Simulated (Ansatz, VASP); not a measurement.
# ScSiS4: VASP beside Ansatz

```
Sc Si S
1.0
     4.76446    0.00000    0.00000
    -2.38223    4.12614    0.00000
     0.00000    0.00000    7.45766
Sc Si S
1 1 4
Cartesian
  0.0000 0.0000 3.7288
  0.0000 0.0000 0.0000
  0.0000 2.7508 3.7288
  2.3822 1.3754 3.7288
  0.0000 0.0000 1.7657
  0.0000 0.0000 5.6919
```

Alike in both runs: task single point; functional PBE; k mesh 6 × 6 × 4; occupations gaussian, width 0.1 eV; no spin polarisation.

|  | VASP | Ansatz |
| --- | --- | --- |
| version | VASP 6.6.1 | Ansatz 0.2.0 |
| potentials or method | VASP PAW PBE potentials, release 64 (Sc_sv, Si, S), cutoff 520 eV | scalar-relativistic, plane waves, PAW |
| valence electrons in the cell | 39 | 39 |

|  | VASP | Ansatz | Ansatz less VASP |
| --- | --- | --- | --- |
| gap on the k mesh at the Fermi level (eV) | none | none | - |
| pressure (GPa) | 26.0 | 26.1 | +0.10 |
| traceless stress, the component that is largest in VASP (GPa) | 54.65 | 54.86 | +0.210 |
| rms of the force components (eV/Å) | 1.086 | 1.005 | -0.0810 |

Atom by atom the forces differ by 0.081 eV/Å (rms over components). A gap of «none» marks a metal or a gap that the smearing closes.
